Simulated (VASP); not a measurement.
Input of a VASP 6.6.1 run:

INCAR

```
ALGO = Normal ; EDIFF = 1E-6
ENCUT = 520 ; GGA = PE
ISIF = 2 ; ISMEAR = 0
LASPH = True ; LCHARG = False
LREAL = False ; LWAVE = False
NBANDS = 17 ; NELM = 60
PREC = Accurate ; SIGMA = 0.02
```

Contents of KPOINTS:

```
k-points
0
Gamma
  9 9 9
```

Contents of POSCAR:

```
PbS
1.0
    2.0679751338      1.3646887841      3.6828788816
   -2.1571370117      1.2454079042      3.7795965345
   -0.1478812111     -2.4732972473      3.6828991818
Pb S
1 1
Direct
    0.9837772848      0.9541338371      0.9837772848
    0.4718240452      0.5014674929      0.4718240452
```

Potentials or basis: VASP PAW PBE potentials, release 64 (Pb_d, S).

Command:

```sh
$ cat potpaw_PBE.64/Pb_d/POTCAR potpaw_PBE.64/S/POTCAR > POTCAR
$ mpirun -np 1 vasp_std > vasp.out
```

(1) Predict the pressure.

(2) What does it give for the band gap on the k mesh?

(3) Predict the largest force.

## Answers

(1) -3.2 GPa.

(2) 0.72 eV (least direct gap 0.87 eV).

(3) 0.138 eV/Å.

Caveat: the cell differs from its parent crystal (strained and its atoms moved); the cell stands under tension; spin-orbit coupling is left out, which moves the levels of the heavy elements; an odd mesh through Γ misses points on the zone boundary, where band edges can lie.
